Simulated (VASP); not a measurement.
# Ru: single point with PBE

The system is Ru, a slab with vacuum.

```
CELL_PARAMETERS angstrom
2.70580 0.00000 0.00000
-1.35290 2.34329 0.00000
0.00000 0.00000 29.84570
ATOMIC_POSITIONS crystal
Ru 0.66667 0.33333 0.28480
Ru 0.33333 0.66667 0.35653
Ru 0.66667 0.33333 0.42827
Ru 0.33333 0.66667 0.50089
Ru 0.66667 0.33333 0.57369
Ru 0.33333 0.66667 0.64567
Ru 0.66667 0.33333 0.71517
```

```json
{"Program": "VASP 6.6.1", "Task": "single point", "Functional": "PBE", "Potentials or basis": "VASP PAW PBE potentials, release 64 (Ru_pv)", "Cutoff": "520 eV", "k mesh": "21 × 21 × 1", "Occupations": "gaussian, width 0.1 eV", "Spin": "no spin polarisation", "Dipole correction": "yes", "Further INCAR settings": "ALGO = Normal; EDIFF = 1e-07; NBANDS = 58"}
```

- Largest force: 0.627 eV/Å
- Band gap on the k mesh: zero (band 49 reaches 5.38 eV, above the bottom of band 50 at 2.82 eV)

Forces on the atoms (eV/Å):
```
Ru   0.000  0.000  0.627
Ru   0.000  0.000 -0.622
Ru   0.000  0.000  0.030
Ru   0.000  0.000  0.006
Ru   0.000  0.000 -0.070
Ru   0.000  0.000  0.049
Ru   0.000  0.000 -0.020
```

Levels at points of the mesh, in eV from the Fermi level:
| k point | band 45 | band 46 | band 47 | band 48 | band 49 | band 50 | band 51 | band 52 |
| --- | --- | --- | --- | --- | --- | --- | --- | --- |
| (0.00, 0.00, 0.00) | -1.90 | -1.90 | -1.66 | -1.09 | -1.09 | -0.62 | -0.62 | -0.47 |

It took 18 min on 1 thread of Intel(R) Xeon(R) Platinum 8488C (Sapphire Rapids) (shared host), peak memory 0.52 GiB.
